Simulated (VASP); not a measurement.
ZnNi3N, 5 atoms in the cell. It takes space group Pm-3m (No. 221, cubic). Conventional cell: a = 3.727 Å, b = 3.727 Å, c = 3.727 Å, α = 90.00°, β = 90.00°, γ = 90.00°. Within 3.5 Å of Zn (site symmetry m-3m) lie 12 Ni at 2.64 Å and 8 N at 3.23 Å. Within 2.5 Å of Ni (site symmetry 4/mmm) lie 2 N at 1.86 Å. Within 2.5 Å of N (site symmetry m-3m) lie 6 Ni at 1.86 Å. 

| Property | Result |
| --- | --- |
| Program | VASP 6.6.1 |
| Task | single point |
| Functional | PBEsol |
| Potentials or basis | VASP PAW PBE potentials, release 64 (Zn, Ni, N) |
| Cutoff | 520 eV |
| k mesh | 4 × 4 × 4, shifted |
| Occupations | gaussian, width 0.02 eV |
| Spin | collinear spin, ferromagnetic start |
| Starting moments | [0.0, 1.0, 1.0, 1.0, 0.0] μB |
| Hubbard terms | Zn d U = 6.0 eV |
| Dipole correction | no |
| Further INCAR settings | ALGO = Normal; EDIFF = 1e-06; NBANDS = 36 |

Potentials or basis: VASP PAW PBE potentials, release 64 (Zn, Ni, N).

Run with:

```bash
$ cat potpaw_PBE.64/Zn/POTCAR potpaw_PBE.64/Ni/POTCAR potpaw_PBE.64/N/POTCAR > POTCAR
$ mpirun -np 1 vasp_std > vasp.out
```

Hardware: 1 thread of Intel Xeon 8259CL, on a shared host.

Problem. How long does it take, and how much memory?

Solution. It took 43 s on 1 thread of Intel Xeon 8259CL (shared host), peak memory 0.17 GiB. Counts: scf iterations 14, k points 4.
